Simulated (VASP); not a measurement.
Runs of VASP 6.6.1 on Nb. The structure is that of space group Im-3m (No. 229), or close to it. The cells are those of the table. 

```tsv
task	cell	cutoff (eV)	k mesh for the DOS	occupations for the DOS	gap on the mesh (eV)	pressure (GPa)
single point	a = 2.492 Å, angles 109.5°, 1 atom	520	-	-	none	(a)
single point	a = 2.586 Å, angles 109.5°, 1 atom	520	-	-	none	(b)
single point	a = 2.674 Å, angles 109.5°, 1 atom	520	-	-	none	43.5
single point	a = 2.279 Å, angles 109.5°, 1 atom	520	-	-	none	405.8
relaxation of cell and atoms	relaxed from a = 2.832 Å, angles 109.5°, 1 atom	600	-	-	none	0.0
single point	a = 2.756 Å, angles 109.5°, 1 atom	520	-	-	none	17.5
single point	a = 2.834 Å, angles 109.5°, 1 atom	520	-	-	none	-0.3
```

Alike in all rows: level PBEsol; potentials or basis VASP PAW PBE potentials, release 64 (Nb_sv); no spin polarisation; k mesh 16 × 16 × 16; smearing fermi-dirac 0.1 eV.

Problem. Fill in the values left out.

Solution. (a) 141.0; (b) 81.3.

Caveats: the PAW data sets were made with another functional, which shifts forces and pressure a little; the relaxation stopped at its first step, so nothing moved (some runs).

A k mesh can miss the band edges, and the runs leave out spin-orbit coupling on Nb.

A gap of «none» marks levels without a gap at the run's occupations.
